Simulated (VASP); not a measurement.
Set up this calculation in VASP 6.6.1, as the native input.

| Property | Result |
| --- | --- |
| Task | single point |
| Functional | r2SCAN |
| Potentials or basis | VASP PAW PBE potentials, release 64 (Cd, Se) |
| Cutoff | 520 eV |
| k mesh | 8 × 8 × 8 |
| Occupations | gaussian, width 0.01 eV |
| Spin | no spin polarisation |
| Dipole correction | no |
| Further INCAR settings | ALGO = Normal; EDIFF = 1e-07; NBANDS = 16 |

The system is CdSe.

```
CELL_PARAMETERS angstrom
0.00000 3.06778 3.12914
3.06778 0.00000 3.12914
3.06778 3.06778 0.00000
ATOMIC_POSITIONS crystal
Cd 0.00000 0.00000 0.00000
Se 0.25000 0.25000 0.25000
```

This cell differs from its parent crystal: uniaxial z strain +2.0%.

The input as run:

POSCAR

```
CdSe
1.0
    0.0000000000      3.0677809654      3.1291365847
    3.0677809654      0.0000000000      3.1291365847
    3.0677809654      3.0677809654      0.0000000000
Cd Se
1 1
Direct
    0.0000000000      0.0000000000      0.0000000000
    0.2500000000      0.2500000000      0.2500000000
```

INCAR.step1

```
  PREC = Accurate
  ENCUT = 520
  ISMEAR = 0
  SIGMA = 0.01
  LREAL = F
  LASPH = T
  NELM = 80
  NBANDS = 16
  GGA = PE
  ALGO = Normal
  EDIFF = 1E-4
  LWAVE = T
  LCHARG = F
```

INCAR.step2

```
  PREC = Accurate
  ENCUT = 520
  EDIFF = 1E-7
  ISMEAR = 0
  SIGMA = 0.01
  LREAL = F
  LASPH = T
  NELM = 80
  ALGO = Normal
  ISIF = 2
  LWAVE = F
  LCHARG = F
  METAGGA = R2SCAN
  LMIXTAU = T
  NBANDS = 16
  ISTART = 1
```

KPOINTS

```
Automatic mesh
0
Gamma
  8 8 8
```

Potentials or basis: VASP PAW PBE potentials, release 64 (Cd, Se).

Launch:

```sh
$ cat potpaw_PBE.64/Cd/POTCAR potpaw_PBE.64/Se/POTCAR > POTCAR
$ cp INCAR.step1 INCAR
$ mpirun -np 1 vasp_std > vasp.out
$ cp INCAR.step2 INCAR
$ mpirun -np 1 vasp_std > vasp.out
```

Results of the run:

```json
{
 "Pressure": "-0.8 GPa",
 "Band gap on the k mesh": "0.96 eV"
}
```

Caveat: the cell differs from its parent crystal (uniaxial z strain +2.0%); the structure was generated, so it needn't be the stable form of CdSe; the PAW data sets were made with another functional, which shifts forces and pressure a little.

Wall time 7.3 min on 1 thread of Intel Xeon 8259CL, with other jobs on the host, peak memory 0.24 GiB.
